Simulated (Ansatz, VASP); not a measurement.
# SrTiO3: VASP beside Ansatz

INCAR

```
ALGO = Normal ; EDIFF = 1E-6
ENCUT = 520 ; GGA = PE
ISIF = 2 ; ISMEAR = 0
LASPH = T ; LCHARG = T
LELF = T ; LREAL = F
LVHAR = T ; LWAVE = F
NBANDS = 51 ; NELM = 100
PREC = Accurate ; SIGMA = 0.05
```

File KPOINTS:

```
k-points
0
Gamma
  8 8 8
```

Contents of POSCAR:

```
SrTiO3
1.0
   -2.9506746068      2.8452969850      4.0651292310
    2.8452969850     -2.9506746068      4.0651292310
    2.8765132795      2.8765132795     -4.1392905582
Sr Ti O
2 2 6
Direct
    0.7500000000      0.2500000000      0.5000000000
    0.2500000000      0.7500000000      0.5000000000
    0.0000000000      0.0000000000      0.0000000000
    0.5000000000      0.5000000000      0.0000000000
    0.2500000000      0.2500000000      0.0000000000
    0.7500000000      0.7500000000      0.0000000000
    0.7280787197      0.2280787197      0.9561574394
    0.2280787197      0.2719212803      0.5000000000
    0.2719212803      0.7719212803      0.0438425606
    0.7719212803      0.7280787197      0.5000000000
```

Input for Ansatz:

```yaml
crystal:
  lattice:
    - [-2.9506746068, 2.845296985, 4.065129231]
    - [2.845296985, -2.9506746068, 4.065129231]
    - [2.8765132795, 2.8765132795, -4.1392905582]
  atoms:
    - { symbol: Sr, position: [0.75, 0.25, 0.5] }
    - { symbol: Sr, position: [0.25, 0.75, 0.5] }
    - { symbol: Ti, position: [0.0, 0.0, 0.0] }
    - { symbol: Ti, position: [0.5, 0.5, 0.0] }
    - { symbol: O, position: [0.25, 0.25, 0.0] }
    - { symbol: O, position: [0.75, 0.75, 0.0] }
    - { symbol: O, position: [0.7280787197, 0.2280787197, 0.9561574394] }
    - { symbol: O, position: [0.2280787197, 0.2719212803, 0.5] }
    - { symbol: O, position: [0.2719212803, 0.7719212803, 0.0438425606] }
    - { symbol: O, position: [0.7719212803, 0.7280787197, 0.5] }
basis:
  ecutwfc: 520.0
kpoints:
  mp_grid: { grid: [8, 8, 8] }
hamiltonian:
  xc: pbe
  pseudopotentials: { kind: paw, azcp: { folder: soft_1 } }
scf:
  occupations: { method: gaussian, width: 0.05 }
output:
  forces: true
  stress: true
  eigenvalues: true
```

Change from the starting cell: equal engineering shear yz, xz and xy -0.0267, equal normal strain along x, y and z +0.0300.

Alike in both runs: task single point; functional PBE; k mesh 8 × 8 × 8; occupations gaussian, width 0.05 eV; no spin polarisation.

|  | VASP | Ansatz |
| --- | --- | --- |
| version | VASP 6.6.1 | Ansatz 0.2.0 |
| potentials or method | VASP PAW PBE potentials, release 64 (Sr_sv, Ti_sv, O), cutoff 520 eV | scalar-relativistic, plane waves, PAW |
| valence electrons in the cell | 80 | 80 |

|  | VASP | Ansatz | Ansatz less VASP |
| --- | --- | --- | --- |
| gap on the k mesh at the Fermi level (eV) | 1.62 | 1.64 | +0.028 |
| least direct gap on the mesh (eV) | 1.62 | 1.65 | +0.029 |
| pressure (GPa) | -11.8 | -12.2 | -0.48 |
| traceless stress, the component that is largest in VASP (GPa) | 2.53 | 2.53 | -0.006 |
| rms of the force components (eV/Å) | 0.023 | 0.022 | -0.0013 |

Atom by atom the forces differ by 0.001 eV/Å (rms over components).
